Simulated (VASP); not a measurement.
Here is a VASP 6.6.1 calculation.

INCAR

```
SYSTEM = Zr
PREC     = Accurate       ! precision mode
ENCUT    = 520            ! plane-wave cutoff, eV
EDIFF    = 1E-6           ! SCF threshold, eV
ISMEAR   = 0              ! smearing method
SIGMA    = 0.1            ! smearing width, eV
LREAL    = .False.        ! projectors in reciprocal space
LASPH    = .True.         ! aspherical terms in the spheres
NELM     = 80             ! most SCF steps
ALGO     = Fast           ! electronic algorithm
ISIF     = 2              ! what is computed and relaxed
LWAVE    = .False.        ! write WAVECAR
LCHARG   = .True.         ! write CHGCAR
LDIPOL   = .True.       
IDIPOL   = 3            
DIPOL    = 0.5 0.5 0.500
GGA      = PS             ! functional
LELF     = .True.         ! ELF
LVHAR    = .True.       
LVACPOTAV= .True.       
NBANDS   = 38             ! bands
```

Contents of KPOINTS:

```
regular mesh
0
Gamma
  12 12 1
  0 0 0
```

File POSCAR:

```
Zr
1.0
    3.1834311920      0.0000000000      0.0000000000
   -1.5917155960      2.7569322835      0.0000000000
    0.0000000000      0.0000000000     25.2352530280
Zr
5
Direct
    0.3333333333      0.6666666667      0.3015084251
    0.6666666667      0.3333333333      0.3962775518
    0.3333333333      0.6666666667      0.4999997898
    0.6666666667      0.3333333333      0.6037225841
    0.3333333333      0.6666666667      0.6984916492
```

Potentials or basis: VASP PAW PBE potentials, release 64 (Zr_sv).

The run is started by

```console
$ cat potpaw_PBE.64/Zr_sv/POTCAR > POTCAR
$ mpirun -np 1 vasp_std > vasp.out
```

(1) Estimate the largest force.

(2) Estimate the band gap on the k mesh.

Results:

(1) 0.017 eV/Å.

(2) zero (band 30 reaches 3.39 eV, above the bottom of band 31 at 2.21 eV).

Caveat: the PAW data sets were made with another functional, which shifts forces and pressure a little.
